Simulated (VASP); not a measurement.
# Mo (Im-3m) in VASP: further runs

The runs below take Mo through single point, relaxation of cell and atoms, with LDA.

All numbers are computed with VASP 6.6.1; they aren't measurements. Logs are shortened: lines on timing, memory, paths and dates and some standing lists are left out, and cuts for length are marked.

**1. The cell of the first run**

Symmetry: Im-3m, No. 229, cubic system. Conventional cell: a = 3.112 Å, b = 3.112 Å, c = 3.112 Å, α = 90.00°, β = 90.00°, γ = 90.00°. Within 3.6 Å of Mo (site symmetry m-3m) lie 14 Mo at 2.69 to 3.11 Å.

**2. Single point, LDA**

Input file INCAR:

```
PREC = Accurate
ENCUT = 520
EDIFF = 1E-6
ISMEAR = -1
SIGMA = 0.1
LREAL = F
LASPH = T
NELM = 80
ALGO = Normal
ISIF = 2
LWAVE = F
LCHARG = F
GGA = CA
NBANDS = 13
```

Input file KPOINTS:

```
Automatic mesh
0
Gamma
  11 11 11
```

Input file POSCAR:

```
Mo
1.0
   -1.5558607196      1.5558607196      1.5558607196
    1.5558607196     -1.5558607196      1.5558607196
    1.5558607196      1.5558607196     -1.5558607196
Mo
1
Direct
    0.0000000000      0.0000000000      0.0000000000
```

Potentials or basis: VASP PAW LDA potentials, release 64 (Mo_sv).

Command:

```console
$ cat potpaw_LDA.64/Mo_sv/POTCAR > POTCAR
$ mpirun -np 1 vasp_std > vasp.out
```

OUTCAR:

```text
PREC = Accurate
   ENCUT = 520
   EDIFF = 1E-6
   ISMEAR = -1
   LREAL = F
   LASPH = T
   NELM = 80
   ISIF = 2
   GGA = CA

 ion  position               nearest neighbor table
   1  0.000  0.000  0.000-

  LATTYP: Found a body centered cubic cell.
 ALAT       =     3.1117214392

  Lattice vectors:

 A1 = (  -1.5558607196,   1.5558607196,   1.5558607196)
 A2 = (   1.5558607196,  -1.5558607196,   1.5558607196)
 A3 = (   1.5558607196,   1.5558607196,  -1.5558607196)

Analysis of symmetry for initial positions (statically):
=====================================================================
 Subroutine PRICEL returns:
 Original cell was already a primitive cell.

 Routine SETGRP: Setting up the symmetry group for a
 body centered cubic supercell.

 Subroutine GETGRP returns: Found 48 space group operations
 (whereof 48 operations were pure point group operations)
 out of a pool of 48 trial point group operations.

The static configuration has the point symmetry O_h .

Analysis of symmetry for dynamics (positions and initial velocities):
=====================================================================
 Subroutine PRICEL returns:
 Original cell was already a primitive cell.

 Routine SETGRP: Setting up the symmetry group for a
 body centered cubic supercell.

 Subroutine GETGRP returns: Found 48 space group operations
 (whereof 48 operations were pure point group operations)
 out of a pool of 48 trial point group operations.

The dynamic configuration has the point symmetry O_h .

 Subroutine INISYM returns: Found 48 space group operations
 (whereof 48 operations are pure point group operations),
 and found     1 'primitive' translations

----------------------------------------------------------------------------------------

                                     Primitive cell

  volume of cell :      15.0651

  direct lattice vectors                    reciprocal lattice vectors
    -1.555860720  1.555860720  1.555860720     0.000000000  0.321365527  0.321365527
     1.555860720 -1.555860720  1.555860720     0.321365527  0.000000000  0.321365527
     1.555860720  1.555860720 -1.555860720     0.321365527  0.321365527  0.000000000

  length of vectors
     2.694829816  2.694829816  2.694829816     0.454479487  0.454479487  0.454479487

  position of ions in fractional coordinates (direct lattice)
     0.000000000  0.000000000  0.000000000

  ion indices of the primitive-cell ions
   primitive index   ion index
                 1           1

----------------------------------------------------------------------------------------

 KPOINTS: Automatic mesh

Automatic generation of k-mesh.
 Grid dimensions read from file:
 generate k-points for:   11   11   11

 Generating k-lattice:

  Cartesian coordinates                     Fractional coordinates (reciprocal lattice)
     0.000000000  0.029215048  0.029215048     0.090909091  0.000000000  0.000000000
     0.029215048  0.000000000  0.029215048     0.000000000  0.090909091  0.000000000
     0.029215048  0.029215048  0.000000000     0.000000000  0.000000000  0.090909091

  Length of vectors
     0.041316317  0.041316317  0.041316317

  Shift w.r.t. Gamma in fractional coordinates (k-lattice)
     0.000000000  0.000000000  0.000000000

 Subroutine IBZKPT returns following result:
 ===========================================

 Found     56 irreducible k-points:

 Following reciprocal coordinates:
            Coordinates               Weight
  0.000000  0.000000  0.000000      1.000000
  0.090909  0.000000  0.000000     12.000000
  0.181818  0.000000  0.000000     12.000000
  0.272727  0.000000  0.000000     12.000000
  0.363636  0.000000  0.000000     12.000000
  0.454545  0.000000  0.000000     12.000000
[... 16 lines left out ...]
  0.272727  0.181818  0.090909     48.000000
  0.363636  0.181818  0.090909     24.000000
 [... further k-points ...]
   k-points           NKPTS =     56   k-points in BZ     NKDIM =     56   number of bands    NBANDS=     13
   number of dos      NEDOS =    301   number of ions     NIONS =      1
   total plane-waves  NPLWV =   8000
   dimension x,y,z NGX =    20 NGY =   20 NGZ =   20
   dimension x,y,z NGXF=    40 NGYF=   40 NGZF=   40
   ions per type =               1
   NGX,Y,Z   is equivalent  to a cutoff of  12.34, 12.34, 12.34 a.u.
   NGXF,Y,Z  is equivalent  to a cutoff of  24.68, 24.68, 24.68 a.u.
 SYSTEM =  unknown system
   PREC   = accura    normal or accurate (medium, high low for compatibility)
   ISTART =      0    job   : 0-new  1-cont  2-samecut
   ICHARG =      2    charge: 1-file 2-atom 10-const
   ISPIN  =      1    spin polarized calculation?
   LNONCOLLINEAR =      F non collinear calculations
   LSORBIT =      F    spin-orbit coupling
   LASPH  =      T    aspherical Exc in radial PAW
   ENCUT  =  520.0 eV  38.22 Ry    6.18 a.u.   5.01  5.01  5.01*2*pi/ulx,y,z
   NELM   =     80;   NELMIN=  2; NELMDL= -5     # of ELM steps
   EDIFF  = 0.1E-05   stopping-criterion for ELM
   LREAL  =      F    real-space projection
   EDIFFG = 0.1E-04   stopping-criterion for IOM
   NSW    =      0    number of steps for IOM
   IBRION =     -1    ionic relax: 0-MD 1-quasi-New 2-CG
   NFREE  =      0    steps in history (QN), initial steepest desc. (CG)
   ISIF   =      2    stress and relaxation
   ISYM   =      2    0-nonsym 1-usesym 2-fastsym
   POTIM  = 0.5000    time-step for ionic-motion
   TEBEG  =    0.0;   TEEND  =   0.0 temperature during run
   PSTRESS=    0.0 pullay stress
   NELECT =      14.0000    total number of electrons
   NUPDOWN=      -1.0000    fix difference up-down
   EMIN   =  10.00;   EMAX   =-10.00  energy-range for DOS
   EFERMI =   0.00;   METHOD = LEGACY
   ISMEAR =    -1;   SIGMA  =   0.10  broadening in eV -4-tet -1-fermi 0-gaus
   EFERMI_NEDOS =   21; number of points for ismear=-14 and -15
   IALGO  =     38    algorithm
   IMIX   =      4    mixing-type and parameters
     AMIX     =   0.40;   BMIX     =  1.00
     AMIX_MAG =   1.60;   BMIX_MAG =  1.00
  volume/ion in A,a.u.               =      15.07       101.66
  Fermi-wavevector in a.u.,A,eV,Ry     =   1.597571  3.018971 34.725233  2.552233
  Thomas-Fermi vector in A             =   2.695156
   LORBIT       =      0    0 simple, 1 ext, 2 COOP (PROOUT), +10 PAW based schemes
   GGA     = CA    functional components
   LHFCALC =     F    Hartree Fock is set to
   AEXX    =    0.0000 exact exchange contribution
   IVDW    =     0    specifies the selected vdW correction
   LEPSILON=     F    determine dielectric tensor
   LRPA    =     F    only Hartree local field effects (RPA)
 non-spin polarized calculation
  energy-cutoff  :      520.00
  volume of cell :       15.07
 maximum number of plane-waves:       417
   NGX =  9   NGY =  9   NGZ =  9

 number of electron      13.9999996 magnetization

 Free energy of the ion-electron system (eV)
  ---------------------------------------------------
  ext. energy  EPLUGINS =         0.00000000
  ---------------------------------------------------
  free energy    TOTEN  =       -12.12280630 eV

  energy without entropy =      -12.09289204  energy(sigma->0) =      -12.10784917

 E-fermi :  13.0336     XC(G=0): -13.8086

 val. band max:       12.9823569961   @ k =  -0.3636   0.4545   0.2727
 cond. band min:      13.0336281115   @ k =   0.3636   0.0909   0.0000
 fundamental gap:      0.0512711155
 Fermi energy:        13.0335763253

 k-point     1 :       0.0000    0.0000    0.0000
  band No.  band energies     occupation
      1     -47.8553      2.00000
      2     -21.2049      2.00000
      3     -21.2049      2.00000
      4     -21.2049      2.00000
      5       5.7287      2.00000
      6      11.6350      2.00000
      7      11.6350      2.00000
      8      11.6350      2.00000
      9      14.7741      0.00000
     10      14.7741      0.00000
     11      27.9481      0.00000
     12      27.9481      0.00000
     13      27.9481      0.00000

 k-point     2 :       0.0909    0.0000    0.0000
  band No.  band energies     occupation
      1     -47.8310      2.00000
      2     -21.3412      2.00000
      3     -21.2466      2.00000
      4     -21.2061      2.00000
      5       6.1051      2.00000
      6      11.4212      2.00000
      7      11.5927      2.00000
      8      11.9959      1.99994
      9      14.4793      0.00000
     10      14.7806      0.00000
     11      28.2251      0.00000
     12      28.5884      0.00000
     13      28.7008      0.00000

 k-point     3 :       0.1818    0.0000    0.0000
  band No.  band energies     occupation
      1     -47.7650      2.00000
      2     -21.6976      2.00000
      3     -21.3571      2.00000
      4     -21.2093      2.00000
      5       7.0516      2.00000
      6      10.8957      2.00000
      7      11.4145      2.00000
      8      13.0385      0.97559
      9      14.1459      0.00003
     10      14.8354      0.00000
     11      28.5482      0.00000
     12      29.9347      0.00000
     13      30.3765      0.00000

 k-point     4 :       0.2727    0.0000    0.0000
  band No.  band energies     occupation
      1     -47.6775      2.00000
      2     -22.1464      2.00000
      3     -21.4988      2.00000
      4     -21.2136      2.00000
      5       7.8440      2.00000
      6      10.2897      2.00000
      7      11.6251      2.00000
      8      14.3134      0.00001
      9      14.6289      0.00000
     10      14.9946      0.00000
     11      27.7194      0.00000
     12      29.3344      0.00000
     13      33.0157      0.00000

 k-point     5 :       0.3636    0.0000    0.0000
  band No.  band energies     occupation
      1     -47.5958      2.00000
      2     -22.5431      2.00000
      3     -21.6261      2.00000
      4     -21.2176      2.00000
      5       7.8016      2.00000
      6       9.7944      2.00000
      7      12.9745      1.28689
      8      14.7408      0.00000
      9      15.2450      0.00000
     10      16.4730      0.00000
     11      26.2342      0.00000
     12      27.2621      0.00000
     13      33.4964      0.00000

 k-point     6 :       0.4545    0.0000    0.0000
  band No.  band energies     occupation
      1     -47.5467      2.00000
      2     -22.7726      2.00000
      3     -21.7005      2.00000
      4     -21.2201      2.00000
      5       7.5527      2.00000
      6       9.5223      2.00000
      7      14.4648      0.00000
      8      14.9905      0.00000
      9      15.4556      0.00000
     10      17.9083      0.00000
     11      25.2430      0.00000
     12      25.5578      0.00000
     13      31.1422      0.00000

 k-point     7 :       0.0909    0.0909    0.0000
  band No.  band energies     occupation
      1     -47.7858      2.00000
      2     -21.5859      2.00000
      3     -21.2936      2.00000
      4     -21.2390      2.00000
      5       6.7847      2.00000
      6      11.1619      2.00000
      7      11.2882      2.00000
      8      12.7789      1.85468
      9      14.0817      0.00006
     10      14.8997      0.00000
     11      28.7468      0.00000
     12      29.5034      0.00000
     13      29.7512      0.00000
[... 193 lines left out ...]
 k-point    20 :       0.3636    0.0909    0.0909
  band No.  band energies     occupation
      1     -47.5384      2.00000
      2     -22.6608      2.00000
      3     -21.7859      2.00000
      4     -21.3469      2.00000
      5       8.2771      2.00000
      6       9.5251      2.00000
      7      13.1228      0.58115
      8      15.0156      0.00000
      9      15.4995      0.00000
     10      19.8079      0.00000
     11      24.8415      0.00000
     12      25.9487      0.00000
     13      29.4988      0.00000

 k-point    21 :      -0.0909    0.0909    0.0909
  band No.  band energies     occupation
      1     -47.8071      2.00000
      2     -21.3881      2.00000
      3     -21.2890      2.00000
      4     -21.2890      2.00000
      5       6.4696      2.00000
      6      11.6090      2.00000
      7      11.6090      2.00000
      8      11.9690      1.99995
      9      13.8037      0.00090
     10      15.1255      0.00000
     11      28.8268      0.00000
     12      29.1975      0.00000
     13      29.1975      0.00000

 k-point    22 :       0.1818    0.1818    0.0909
  band No.  band energies     occupation
      1     -47.5893      2.00000
      2     -22.4401      2.00000
      3     -21.6158      2.00000
      4     -21.4215      2.00000
      5       9.2311      2.00000
      6       9.9557      2.00000
      7      10.4870      2.00000
      8      14.7937      0.00000
      9      15.3040      0.00000
     10      18.4517      0.00000
     11      27.3130      0.00000
     12      28.0712      0.00000
     13      29.3858      0.00000

 k-point    23 :       0.2727    0.1818    0.0909
  band No.  band energies     occupation
      1     -47.5412      2.00000
      2     -22.5191      2.00000
      3     -21.8279      2.00000
      4     -21.4618      2.00000
      5       9.0582      2.00000
      6       9.7884      2.00000
      7      11.5728      2.00000
      8      15.0475      0.00000
      9      15.5272      0.00000
     10      20.5672      0.00000
     11      25.0730      0.00000
     12      26.7133      0.00000
     13      28.4081      0.00000

 k-point    24 :       0.3636    0.1818    0.0909
  band No.  band energies     occupation
      1     -47.5231      2.00000
      2     -22.5265      2.00000
      3     -21.9328      2.00000
      4     -21.4732      2.00000
      5       8.9391      2.00000
      6       9.7271      2.00000
      7      12.1761      1.99962
      8      15.1870      0.00000
      9      15.5961      0.00000
     10      21.6510      0.00000
     11      23.8247      0.00000
     12      26.1017      0.00000
     13      28.2231      0.00000

 [... further k-points ...]
[... 5 lines left out ...]
  --------------------------------------------------------------------------------------
  -------------------------------------------------------------------------------------
  Total        0.1125326      0.1125326      0.1125326      0.0000000     -0.0000000      0.0000000
  in kB       11.9678719     11.9678719     11.9678719      0.0000000     -0.0000000      0.0000000
  external PRESSURE =      11.9678719 kB  Pullay stress =       0.0000000 kB

 VOLUME and BASIS-vectors are now :
 -----------------------------------------------------------------------------
  energy-cutoff  :      520.00
  volume of cell :       15.07
      direct lattice vectors                 reciprocal lattice vectors
    -1.555860720  1.555860720  1.555860720     0.000000000  0.321365527  0.321365527
     1.555860720 -1.555860720  1.555860720     0.321365527  0.000000000  0.321365527
     1.555860720  1.555860720 -1.555860720     0.321365527  0.321365527  0.000000000

 POSITION                                       TOTAL-FORCE (eV/Angst)
 -----------------------------------------------------------------------------------
      0.00000      0.00000      0.00000         0.000000      0.000000      0.000000
 -----------------------------------------------------------------------------------
    total drift:                                0.000000     -0.000000      0.000000

  FREE ENERGIE OF THE ION-ELECTRON SYSTEM (eV)
  ---------------------------------------------------
  free  energy   TOTEN  =       -12.1228063011 eV

  energy  without entropy=      -12.0928920419  energy(sigma->0) =      -12.10784917
```

Run time: 9.9 s. Hardware: 1 thread of AMD EPYC 7R13, shared host; peak memory 0.12 GiB.

Results:

```yaml
Free_energy: -12.1228 eV
Pressure: 1.2 GPa
Band_gap_on_the_k_mesh: zero (band 7 reaches 16.76 eV, above the bottom of band 8 at 11.63 eV)
```

**3. Relaxation of cell and atoms, LDA**

This run uses another cell than the first one, of 15.58 Å³/atom, 1.034 times its volume.

Input file INCAR:

```
SYSTEM = Mo
PREC     = Accurate       ! precision mode
ENCUT    = 600            ! plane-wave cutoff, eV
EDIFF    = 1E-6           ! SCF threshold, eV
ISMEAR   = -1             ! smearing method
SIGMA    = 0.1            ! smearing width, eV
LREAL    = .FALSE.        ! projectors in reciprocal space
LASPH    = .TRUE.         ! aspherical terms in the spheres
NELM     = 80             ! most SCF steps
ALGO     = Normal         ! electronic algorithm
ISIF     = 3              ! what is computed and relaxed
LWAVE    = .FALSE.        ! write WAVECAR
LCHARG   = .FALSE.        ! write CHGCAR
IBRION   = 2              ! ionic algorithm
NSW      = 80             ! ionic steps
EDIFFG   = -0.01          ! ionic threshold
```

Input file KPOINTS:

```
Automatic mesh
0
G
  11 11 11
  0 0 0
```

Input file POSCAR:

```
Mo
1.0
   -1.5734150000      1.5734150000      1.5734150000
    1.5734150000     -1.5734150000      1.5734150000
    1.5734150000      1.5734150000     -1.5734150000
Mo
1
Direct
    0.0000000000      0.0000000000      0.0000000000
```

Potentials or basis: VASP PAW LDA potentials, release 64 (Mo_sv).

Command:

```console
$ cat potpaw_LDA.64/Mo_sv/POTCAR > POTCAR
$ mpirun -np 1 vasp_std > vasp.out
```

Run time: 29 s. Hardware: 1 thread of AMD EPYC 7R13, shared host; peak memory 0.15 GiB.

The run converged. Its results:

| Item | Value |
| --- | --- |
| Free energy | -12.1234 eV |
| Relaxed volume | 15.13 Å³/atom |
| Relaxed cell | a = 2.699 Å, b = 2.699 Å, c = 2.699 Å, α = 109.47°, β = 109.47°, γ = 109.47° |
| Space group after relaxing (to 0.05 Å) | Im-3m (No. 229) |
| Energy gained by relaxing | 11.5 meV/atom |
| Ionic steps | 4 |
| Pressure after relaxing | 0.0 GPa |
| Band gap on the k mesh | zero (band 7 reaches 16.67 eV, above the bottom of band 8 at 11.57 eV) |

The path:
| step | energy change (eV) | largest force (eV/Å) | pressure (GPa) | volume (Å³) |
| --- | --- | --- | --- | --- |
| 1 | 0.0000 | 0.0000 | -7.91 | 15.58 |
| 2 | 0.0881 | 0.0000 | 28.16 | 13.91 |
| 3 | -0.0114 | 0.0000 | -0.27 | 15.14 |
| 4 | -0.0115 | 0.0000 | -0.03 | 15.13 |

Final structure:
```yaml
crystal:
  lattice:
    - [-1.55805, 1.55805, 1.55805]
    - [1.55805, -1.55805, 1.55805]
    - [1.55805, 1.55805, -1.55805]
  atoms:
    - { symbol: Mo, position: [0.00000, 0.00000, 0.00000] }
```

Levels at points of the mesh, in eV from the Fermi level:
```
           k point  band 3  band 4  band 5  band 6  band 7  band 8  band 9  band 10  band 11
(0.00, 0.00, 0.00)  -34.25  -34.25   -7.29   -1.39   -1.39   -1.39    1.73     1.73    14.91
```

LDA usually gives volumes a few per cent too small. Zero-point motion and thermal expansion aren't in these numbers.
